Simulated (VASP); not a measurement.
A run of VASP 6.6.1 is set up as follows.

The input POSCAR:

```
SnSe
1.0
    4.2565659658      0.0000000000      0.0000000000
    0.0000000000      4.2565659658      0.0000000000
    0.0000000000      0.0000000000     10.9169268730
Sn Se
2 2
Direct
    0.0000000000      0.5000000000      0.6277708900
    0.5000000000      0.0000000000      0.3722291100
    0.0000000000      0.5000000000      0.3839605100
    0.5000000000      0.0000000000      0.6160394900
```

INCAR.step1

```
SYSTEM = SnSe
PREC = Accurate
ENCUT = 520
ISMEAR = -1
SIGMA = 0.05
LREAL = .FALSE.
LASPH = .TRUE.
NELM = 100
NBANDS = 28
GGA = PE
ALGO = Normal
EDIFF = 1E-4
LWAVE = .TRUE.
LCHARG = .FALSE.
```

Contents of INCAR.step2:

```
SYSTEM = SnSe
PREC = Accurate
ENCUT = 520
EDIFF = 1E-6
ISMEAR = -1
SIGMA = 0.05
LREAL = .FALSE.
LASPH = .TRUE.
NELM = 100
ALGO = Normal
ISIF = 2
LWAVE = .FALSE.
LCHARG = .FALSE.
METAGGA = R2SCAN
LMIXTAU = .TRUE.
NBANDS = 28
ISTART = 1
```

KPOINTS

```
regular mesh
0
G
  6 6 3
  0 0 0
```

Potentials or basis: VASP PAW PBE potentials, release 64 (Sn_d, Se).

The run is started by

```sh
$ cat potpaw_PBE.64/Sn_d/POTCAR potpaw_PBE.64/Se/POTCAR > POTCAR
$ cp INCAR.step1 INCAR
$ mpirun -np 1 vasp_std > vasp.out
$ cp INCAR.step2 INCAR
$ mpirun -np 1 vasp_std > vasp.out
```

(1) Predict the largest force.

(2) Estimate the band gap on the k mesh.

Answers

(1) 0.165 eV/Å.

(2) 1.75 eV.

Caveat: the PAW data sets were made with another functional, which shifts forces and pressure a little; spin-orbit coupling is left out, which moves the levels of the heavy elements.
